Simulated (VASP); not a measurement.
# Y (P6_3/mmc) in VASP: a series of runs

Y is run at these levels: PBEsol; tasks: single point.

All numbers are computed with VASP 6.6.1; they aren't measurements. Logs are shortened: lines on timing, memory, paths and dates and some standing lists are left out, and cuts for length are marked.

### 1 The cell of the first run

The structure is hexagonal, space group P6_3/mmc (No. 194). The conventional cell has a = 3.743 Å, b = 3.743 Å, c = 5.747 Å, α = 90.00°, β = 90.00°, γ = 120.00°. Y (site symmetry -6m2) has 12 Y at 3.60 to 3.74 Å within 4.7 Å.

### 2 Single point, PBEsol (strain +0.025 along x and y, +0.000 along z)

Contents of INCAR:

```
SYSTEM = Y
PREC = Accurate
ENCUT = 520
EDIFF = 1E-6
ISMEAR = 0
SIGMA = 0.15
LREAL = .False.
LASPH = .True.
NELM = 60
ALGO = Fast
ISIF = 2
LWAVE = .False.
LCHARG = .False.
GGA = PS
NBANDS = 18
```

Contents of KPOINTS:

```
Automatic mesh
0
Gamma
  18 18 8
  0 0 0
```

Contents of POSCAR:

```
Y
1.0
    3.7427867180      0.0000000000      0.0000000000
   -1.8713933590      3.2413483788      0.0000000000
    0.0000000000      0.0000000000      5.7474000000
Y
2
Direct
    0.3333333333      0.6666666667      0.2500000000
    0.6666666667      0.3333333333      0.7500000000
```

Potentials or basis: VASP PAW PBE potentials, release 64 (Y_sv).

On the command line:

```console
$ cat potpaw_PBE.64/Y_sv/POTCAR > POTCAR
$ mpirun -np 1 vasp_std > vasp.out
```

OUTCAR:

```text
SYSTEM = Y
   PREC = Accurate
   ENCUT = 520
   EDIFF = 1E-6
   ISMEAR = 0
   LREAL = .False.
   LASPH = .True.
   NELM = 60
   ISIF = 2
   GGA = PS

 ion  position               nearest neighbor table
   1  0.333  0.667  0.250-   2 3.60   2 3.60   2 3.60   2 3.60   2 3.60   2 3.60
   2  0.667  0.333  0.750-   1 3.60   1 3.60   1 3.60   1 3.60   1 3.60   1 3.60

  LATTYP: Found a hexagonal cell.
 ALAT       =     3.7427867180
 C/A-ratio  =     1.5355937789

  Lattice vectors:

 A1 = (   3.7427867180,   0.0000000000,   0.0000000000)
 A2 = (  -1.8713933590,   3.2413483788,   0.0000000000)
 A3 = (   0.0000000000,   0.0000000000,   5.7474000000)

Analysis of symmetry for initial positions (statically):
=====================================================================
 Subroutine PRICEL returns:
 Original cell was already a primitive cell.

 Routine SETGRP: Setting up the symmetry group for a
 hexagonal supercell.

 Subroutine GETGRP returns: Found 24 space group operations
 (whereof 12 operations were pure point group operations)
 out of a pool of 24 trial point group operations.

The static configuration has the point symmetry D_3d.
 The point group associated with its full space group is D_6h.

Analysis of symmetry for dynamics (positions and initial velocities):
=====================================================================
 Subroutine PRICEL returns:
 Original cell was already a primitive cell.

 Routine SETGRP: Setting up the symmetry group for a
 hexagonal supercell.

 Subroutine GETGRP returns: Found 24 space group operations
 (whereof 12 operations were pure point group operations)
 out of a pool of 24 trial point group operations.

The dynamic configuration has the point symmetry D_3d.
 The point group associated with its full space group is D_6h.

 Subroutine INISYM returns: Found 24 space group operations
 (whereof 12 operations are pure point group operations),
 and found     1 'primitive' translations

----------------------------------------------------------------------------------------

                                     Primitive cell

  volume of cell :      69.7256

  direct lattice vectors                    reciprocal lattice vectors
     3.742786718  0.000000000  0.000000000     0.267180600  0.154256791  0.000000000
    -1.871393359  3.241348379  0.000000000     0.000000000  0.308513582  0.000000000
     0.000000000  0.000000000  5.747400000     0.000000000  0.000000000  0.173991718

  length of vectors
     3.742786718  3.742786718  5.747400000     0.308513582  0.308513582  0.173991718

  position of ions in fractional coordinates (direct lattice)
     0.333333333  0.666666667  0.250000000
     0.666666667  0.333333333  0.750000000

  ion indices of the primitive-cell ions
   primitive index   ion index
                 1           1
                 2           2

----------------------------------------------------------------------------------------

 KPOINTS: Automatic mesh

Automatic generation of k-mesh.
 Grid dimensions read from file:
 generate k-points for:   18   18    8

 Generating k-lattice:

  Cartesian coordinates                     Fractional coordinates (reciprocal lattice)
     0.014843367  0.008569822  0.000000000     0.055555556  0.000000000  0.000000000
     0.000000000  0.017139643  0.000000000     0.000000000  0.055555556  0.000000000
     0.000000000  0.000000000  0.021748965     0.000000000  0.000000000  0.125000000

  Length of vectors
     0.017139643  0.017139643  0.021748965

  Shift w.r.t. Gamma in fractional coordinates (k-lattice)
     0.000000000  0.000000000  0.000000000

 Subroutine IBZKPT returns following result:
 ===========================================

 Found    185 irreducible k-points:

 Following reciprocal coordinates:
            Coordinates               Weight
  0.000000  0.000000  0.000000      1.000000
  0.055556  0.000000  0.000000      6.000000
  0.111111  0.000000  0.000000      6.000000
  0.166667  0.000000  0.000000      6.000000
  0.222222  0.000000  0.000000      6.000000
  0.277778  0.000000  0.000000      6.000000
[... 16 lines left out ...]
  0.333333  0.111111  0.000000     12.000000
  0.388889  0.111111  0.000000     12.000000
 [... further k-points ...]
   k-points           NKPTS =    185   k-points in BZ     NKDIM =    185   number of bands    NBANDS=     18
   number of dos      NEDOS =    301   number of ions     NIONS =      2
   total plane-waves  NPLWV =  37632
   dimension x,y,z NGX =    28 NGY =   28 NGZ =   48
   dimension x,y,z NGXF=    56 NGYF=   56 NGZF=   96
   ions per type =               2
   NGX,Y,Z   is equivalent  to a cutoff of  12.44, 12.44, 13.88 a.u.
   NGXF,Y,Z  is equivalent  to a cutoff of  24.87, 24.87, 27.77 a.u.
 SYSTEM =  Y
   PREC   = accura    normal or accurate (medium, high low for compatibility)
   ISTART =      0    job   : 0-new  1-cont  2-samecut
   ICHARG =      2    charge: 1-file 2-atom 10-const
   ISPIN  =      1    spin polarized calculation?
   LNONCOLLINEAR =      F non collinear calculations
   LSORBIT =      F    spin-orbit coupling
   LASPH  =      T    aspherical Exc in radial PAW
   ENCUT  =  520.0 eV  38.22 Ry    6.18 a.u.   6.96  6.96 10.69*2*pi/ulx,y,z
   NELM   =     60;   NELMIN=  2; NELMDL= -5     # of ELM steps
   EDIFF  = 0.1E-05   stopping-criterion for ELM
   LREAL  =      F    real-space projection
   EDIFFG = 0.1E-04   stopping-criterion for IOM
   NSW    =      0    number of steps for IOM
   IBRION =     -1    ionic relax: 0-MD 1-quasi-New 2-CG
   NFREE  =      0    steps in history (QN), initial steepest desc. (CG)
   ISIF   =      2    stress and relaxation
   ISYM   =      2    0-nonsym 1-usesym 2-fastsym
   POTIM  = 0.5000    time-step for ionic-motion
   TEBEG  =    0.0;   TEEND  =   0.0 temperature during run
   PSTRESS=    0.0 pullay stress
   NELECT =      22.0000    total number of electrons
   NUPDOWN=      -1.0000    fix difference up-down
   EMIN   =  10.00;   EMAX   =-10.00  energy-range for DOS
   EFERMI =   0.00;   METHOD = LEGACY
   ISMEAR =     0;   SIGMA  =   0.15  broadening in eV -4-tet -1-fermi 0-gaus
   EFERMI_NEDOS =   21; number of points for ismear=-14 and -15
   IALGO  =     68    algorithm
   IMIX   =      4    mixing-type and parameters
     AMIX     =   0.40;   BMIX     =  1.00
     AMIX_MAG =   1.60;   BMIX_MAG =  1.00
  volume/ion in A,a.u.               =      34.86       235.27
  Fermi-wavevector in a.u.,A,eV,Ry     =   1.114513  2.106123 16.900318  1.242138
  Thomas-Fermi vector in A             =   2.251108
   LORBIT       =      0    0 simple, 1 ext, 2 COOP (PROOUT), +10 PAW based schemes
   GGA     = PS    functional components
   LHFCALC =     F    Hartree Fock is set to
   AEXX    =    0.0000 exact exchange contribution
   IVDW    =     0    specifies the selected vdW correction
   LEPSILON=     F    determine dielectric tensor
   LRPA    =     F    only Hartree local field effects (RPA)
 non-spin polarized calculation
 RMM-DIIS sequential band-by-band and
 Gauss-broadening in eV      SIGMA  =   0.15
  energy-cutoff  :      520.00
  volume of cell :       69.73
 maximum number of plane-waves:      1894
 NGX is ok and might be reduce to    28
   NGX = 13   NGY = 13   NGZ = 21

 number of electron      22.0000001 magnetization

 Free energy of the ion-electron system (eV)
  ---------------------------------------------------
  ext. energy  EPLUGINS =         0.00000000
  ---------------------------------------------------
  free energy    TOTEN  =       -13.56363899 eV

  energy without entropy =      -13.51834165  energy(sigma->0) =      -13.54099032

 E-fermi :   2.5957     XC(G=0):  -9.3029

 val. band max:        2.5896627098   @ k =   0.2222   0.1111   0.3750
 cond. band min:       2.5984849149   @ k =   0.3889   0.0556   0.2500
 fundamental gap:      0.0088222051
 Fermi energy:         2.5957081419

 k-point     1 :       0.0000    0.0000    0.0000
  band No.  band energies     occupation
      1     -40.1518      2.00000
      2     -40.0898      2.00000
      3     -20.3926      2.00000
      4     -20.0022      2.00000
      5     -20.0022      2.00000
      6     -19.9186      2.00000
[... 10 lines left out ...]
     17       5.1365      0.00000
     18       5.1365      0.00000

 k-point     2 :       0.0556    0.0000    0.0000
  band No.  band energies     occupation
      1     -40.1506      2.00000
      2     -40.0895      2.00000
      3     -20.3880      2.00000
      4     -20.0107      2.00000
      5     -20.0054      2.00000
      6     -19.9277      2.00000
[... 10 lines left out ...]
     17       5.0556      0.00000
     18       5.0777      0.00000

 k-point     3 :       0.1111    0.0000    0.0000
  band No.  band energies     occupation
      1     -40.1473      2.00000
      2     -40.0886      2.00000
      3     -20.3745      2.00000
      4     -20.0352      2.00000
      5     -20.0141      2.00000
      6     -19.9536      2.00000
[... 10 lines left out ...]
     17       5.0506      0.00000
     18       5.0568      0.00000

 k-point     4 :       0.1667    0.0000    0.0000
  band No.  band energies     occupation
      1     -40.1420      2.00000
      2     -40.0874      2.00000
      3     -20.3529      2.00000
      4     -20.0729      2.00000
      5     -20.0272      2.00000
      6     -19.9926      2.00000
[... 375 lines left out ...]
      4     -20.2107      2.00000
      5     -20.1494      2.00000
      6     -20.0728      2.00000
[... 10 lines left out ...]
     17       6.3150      0.00000
     18       6.8630      0.00000

 k-point    23 :       0.3333    0.1111    0.0000
  band No.  band energies     occupation
      1     -40.1115      2.00000
      2     -40.0851      2.00000
      3     -20.2471      2.00000
      4     -20.2106      2.00000
      5     -20.1705      2.00000
      6     -20.0939      2.00000
[... 10 lines left out ...]
     17       6.7796      0.00000
     18       7.3495      0.00000

 k-point    24 :       0.3889    0.1111    0.0000
  band No.  band energies     occupation
      1     -40.1065      2.00000
      2     -40.0861      2.00000
      3     -20.2708      2.00000
      4     -20.1841      2.00000
      5     -20.1826      2.00000
      6     -20.1076      2.00000
[... 10 lines left out ...]
     17       7.1209      0.00000
     18       7.7097      0.00000

 [... further k-points ...]
[... 5 lines left out ...]
  --------------------------------------------------------------------------------------
  -------------------------------------------------------------------------------------
  Total       -1.8105573     -1.8105573     -1.5491557      0.0000000      0.0000000      0.0000000
  in kB      -41.6035735    -41.6035735    -35.5970035      0.0000000      0.0000000      0.0000000
  external PRESSURE =     -39.6013835 kB  Pullay stress =       0.0000000 kB

 VOLUME and BASIS-vectors are now :
 -----------------------------------------------------------------------------
  energy-cutoff  :      520.00
  volume of cell :       69.73
      direct lattice vectors                 reciprocal lattice vectors
     3.742786718  0.000000000  0.000000000     0.267180600  0.154256791  0.000000000
    -1.871393359  3.241348379  0.000000000     0.000000000  0.308513582  0.000000000
     0.000000000  0.000000000  5.747400000     0.000000000  0.000000000  0.173991718

 POSITION                                       TOTAL-FORCE (eV/Angst)
 -----------------------------------------------------------------------------------
     -0.00000      2.16090      1.43685        -0.000000      0.000000      0.000000
      1.87139      1.08045      4.31055         0.000000     -0.000000      0.000000
 -----------------------------------------------------------------------------------
    total drift:                               -0.000000      0.000000     -0.000000

  FREE ENERGIE OF THE ION-ELECTRON SYSTEM (eV)
  ---------------------------------------------------
  free  energy   TOTEN  =       -13.5636389884 eV

  energy  without entropy=      -13.5183416460  energy(sigma->0) =      -13.54099032
```

Wall time 6.9 min (1 thread of Oxide Virtual Turin-like, shared host); peak memory 0.32 GiB.

Results:

```yaml
Free_energy: -13.5636 eV
Pressure: -4.0 GPa
Band_gap_on_the_k_mesh: zero (bands 11 and 12 overlap by 1.50 eV)
```

Stress tensor (GPa, compression positive):
```
-4.16  0.00  0.00
 0.00 -4.16  0.00
 0.00  0.00 -3.56
```

Caveat: the cell differs from its parent crystal (strain +0.025 along x and y, +0.000 along z); the cell stands under tension; the PAW data sets were made with another functional, which shifts forces and pressure a little.

### 3 Single point, PBEsol (strain +0.050 along x and y, -0.025 along z)

Contents of INCAR:

```
  ALGO = Fast
  EDIFF = 1E-6
  ENCUT = 520
  GGA = PS
  ISIF = 2
  ISMEAR = 0
  LASPH = True
  LCHARG = True
  LELF = True
  LREAL = False
  LVHAR = True
  LWAVE = False
  NBANDS = 18
  NELM = 60
  PREC = Accurate
  SIGMA = 0.15
```

Contents of KPOINTS:

```
k-points
0
Gamma
  18 18 8
```

Contents of POSCAR:

```
Y
1.0
    3.8340741989      0.0000000000      0.0000000000
   -1.9170370994      3.3204056563      0.0000000000
    0.0000000000      0.0000000000      5.6037150000
Y
2
Direct
    0.3333333333      0.6666666667      0.2500000000
    0.6666666667      0.3333333333      0.7500000000
```

Potentials or basis: VASP PAW PBE potentials, release 64 (Y_sv).

On the command line:

```console
$ cat potpaw_PBE.64/Y_sv/POTCAR > POTCAR
$ mpirun -np 1 vasp_std > vasp.out
```

Run time: 7.3 min. Hardware: 1 thread of Oxide Virtual Turin-like, shared host; peak memory 0.33 GiB.

Results (log left out):

```yaml
Free_energy: -13.4935 eV
Pressure: -4.6 GPa
Band_gap_on_the_k_mesh: zero (bands 11 and 12 overlap by 1.76 eV)
```

Stress tensor (GPa, compression positive):
```
-5.60  0.00  0.00
 0.00 -5.60  0.00
 0.00  0.00 -2.51
```

Levels at points of the mesh, in eV from the Fermi level:
```csv
k point,band 9,band 10,band 11,band 12,band 13,band 14
"(0.00, 0.00, 0.00)",-4.53,-1.61,1.14,1.57,1.57,2.23
"(0.50, 0.00, 0.00)",-1.71,-1.05,-0.58,-0.36,1.13,1.53
"(0.00, 0.00, 0.50)",-3.05,-3.05,1.19,1.19,1.39,1.39
"(0.50, 0.00, 0.50)",-1.51,-1.51,0.17,0.17,1.26,1.26
```

Caveat: the cell differs from its parent crystal (strain +0.050 along x and y, -0.025 along z); the cell stands under tension; the PAW data sets were made with another functional, which shifts forces and pressure a little.

### 4 Single point, PBEsol (strain +0.025 along x and y, +0.025 along z)

Contents of INCAR:

```
SYSTEM = Y
PREC = Accurate
ENCUT = 520
EDIFF = 1E-6
ISMEAR = 0
SIGMA = 0.15
LREAL = .FALSE.
LASPH = .TRUE.
NELM = 100
ALGO = Fast
ISIF = 2
LWAVE = .FALSE.
LCHARG = .TRUE.
GGA = PS
LELF = .TRUE.
LVHAR = .TRUE.
NBANDS = 18
```

Contents of KPOINTS:

```
Automatic mesh
0
G
  18 18 8
  0 0 0
```

Contents of POSCAR:

```
Y
1.0
    3.7427867180      0.0000000000      0.0000000000
   -1.8713933590      3.2413483788      0.0000000000
    0.0000000000      0.0000000000      5.8910850000
Y
2
Direct
    0.3333333333      0.6666666667      0.2500000000
    0.6666666667      0.3333333333      0.7500000000
```

On the command line:

```console
$ cat potpaw_PBE.64/Y_sv/POTCAR > POTCAR
$ mpirun -np 1 vasp_std > vasp.out
```

Wall time 7.1 min (1 thread of Oxide Virtual Turin-like, shared host); peak memory 0.33 GiB.

It converged, with:

- Free energy: -13.5166 eV
- Pressure: -4.7 GPa
- Band gap on the k mesh: zero (bands 11 and 12 overlap by 1.36 eV)

Stress tensor (GPa, compression positive):
```
-4.44  0.00  0.00
 0.00 -4.44  0.00
 0.00  0.00 -5.07
```

Levels at points of the mesh, in eV from the Fermi level:
```
           k point  band 8  band 9  band 10  band 11  band 12  band 13  band 14  band 15
(0.00, 0.00, 0.00)  -22.57   -4.56    -1.76     0.66     1.66     1.66     1.91     2.20
(0.50, 0.00, 0.00)  -22.64   -1.65    -1.05    -0.70    -0.19     1.25     1.42     1.88
(0.00, 0.00, 0.50)  -22.63   -3.23    -3.23     0.90     0.90     1.59     1.59     1.59
(0.50, 0.00, 0.50)  -22.68   -1.54    -1.54     0.07     0.07     1.20     1.20     2.58
```

Caveat: the cell differs from its parent crystal (strain +0.025 along x and y, +0.025 along z); the cell stands under tension; the PAW data sets were made with another functional, which shifts forces and pressure a little.

### 5 Single point, PBEsol (strain +0.050 along x and y, +0.000 along z)

Contents of INCAR:

```
SYSTEM = Y
  PREC = Accurate
  ENCUT = 520
  EDIFF = 1E-6
  ISMEAR = 0
  SIGMA = 0.15
  LREAL = .False.
  LASPH = .True.
  NELM = 60
  ALGO = Fast
  ISIF = 2
  LWAVE = .False.
  LCHARG = .False.
  GGA = PS
  NBANDS = 18
```

Contents of KPOINTS:

```
regular mesh
0
Gamma
  18 18 8
  0 0 0
```

Contents of POSCAR:

```
Y
1.0
    3.8340741989      0.0000000000      0.0000000000
   -1.9170370994      3.3204056563      0.0000000000
    0.0000000000      0.0000000000      5.7474000000
Y
2
Direct
    0.3333333333      0.6666666667      0.2500000000
    0.6666666667      0.3333333333      0.7500000000
```

On the command line:

```console
$ cat potpaw_PBE.64/Y_sv/POTCAR > POTCAR
$ mpirun -np 1 vasp_std > vasp.out
```

It took 11 min on 1 thread of Oxide Virtual Turin-like, shared host; peak memory 0.35 GiB.

It converged, with:

```
Free energy            : -13.4557 eV
Pressure               : -5.3 GPa
Band gap on the k mesh : zero (bands 11 and 12 overlap by 1.60 eV)
```

Stress tensor (GPa, compression positive):
```
-5.83  0.00  0.00
 0.00 -5.83  0.00
 0.00  0.00 -4.09
```

Levels at points of the mesh, in eV from the Fermi level:
| k point | band 9 | band 10 | band 11 | band 12 | band 13 | band 14 |
| --- | --- | --- | --- | --- | --- | --- |
| (0.00, 0.00, 0.00) | -4.50 | -1.62 | 0.90 | 1.58 | 1.58 | 2.18 |
| (0.50, 0.00, 0.00) | -1.68 | -1.01 | -0.60 | -0.32 | 1.21 | 1.39 |
| (0.00, 0.00, 0.50) | -3.10 | -3.10 | 1.07 | 1.07 | 1.44 | 1.44 |
| (0.50, 0.00, 0.50) | -1.49 | -1.49 | 0.13 | 0.13 | 1.19 | 1.19 |

Caveat: the cell differs from its parent crystal (strain +0.050 along x and y, +0.000 along z); the cell stands under tension; the PAW data sets were made with another functional, which shifts forces and pressure a little.

### 6 Summary

```tsv
cell	gap on the mesh (eV)	pressure (GPa)
a = 3.743, b = 3.743, c = 5.747 Å, angles 90.0, 90.0, 120.0°, 2 atoms	none	-4.0
a = 3.834, b = 3.834, c = 5.604 Å, angles 90.0, 90.0, 120.0°, 2 atoms	none	-4.6
a = 3.743, b = 3.743, c = 5.891 Å, angles 90.0, 90.0, 120.0°, 2 atoms	none	-4.7
a = 3.834, b = 3.834, c = 5.747 Å, angles 90.0, 90.0, 120.0°, 2 atoms	none	-5.3
```

Alike in all rows: task single point; level PBEsol; potentials or basis VASP PAW PBE potentials, release 64 (Y_sv); no spin polarisation; k mesh 18 × 18 × 8; cutoff (eV) 520; smearing gaussian 0.15 eV.

Caveats: the cell stands under tension; the PAW data sets were made with another functional, which shifts forces and pressure a little.

Total energies depend on the potentials used, so only differences within one code and one set of settings carry meaning.
